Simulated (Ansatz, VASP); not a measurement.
## SiO2: VASP beside Ansatz

```xyz
6
Lattice="4.1641 0.0000 0.0000 0.0000 4.1641 0.0000 0.0000 0.0000 2.8945" Properties=species:S:1:pos:R:3 pbc="T T T"
Si    2.0821    2.0821    1.4472
Si    0.0000    0.0000    0.0000
O     2.8858    2.8858    0.0000
O     0.8037    3.3604    1.4472
O     1.2783    1.2783    0.0000
O     3.3604    0.8037    1.4472
```

Alike in both runs: task single point; functional PBE; k mesh 6 × 6 × 10; occupations gaussian, width 0.05 eV; no spin polarisation.

|  | VASP | Ansatz |
| --- | --- | --- |
| version | VASP 6.6.1 | Ansatz 0.2.0 |
| potentials or method | VASP PAW PBE potentials, release 64 (Si, O), cutoff 520 eV | scalar-relativistic, plane waves, PAW |
| valence electrons in the cell | 32 | 32 |

Ansatz gave:

| Property | Result |
| --- | --- |
| gap on the k mesh at the Fermi level (eV) | 4.01 |
| least direct gap on the mesh (eV) | 4.01 |
| pressure (GPa) | -13.2 |
| traceless stress, the component that is largest in VASP (GPa) | -22.96 |
| rms of the force components (eV/Å) | 0.223 |

**Question.** Which values does VASP return?

**Answer.** gap on the k mesh at the Fermi level (eV): 3.99; least direct gap on the mesh (eV): 3.99; pressure (GPa): -13.0; traceless stress, the component that is largest in VASP (GPa): -22.75; rms of the force components (eV/Å): 0.222.

Atom by atom the forces differ by 0.001 eV/Å (rms over components).
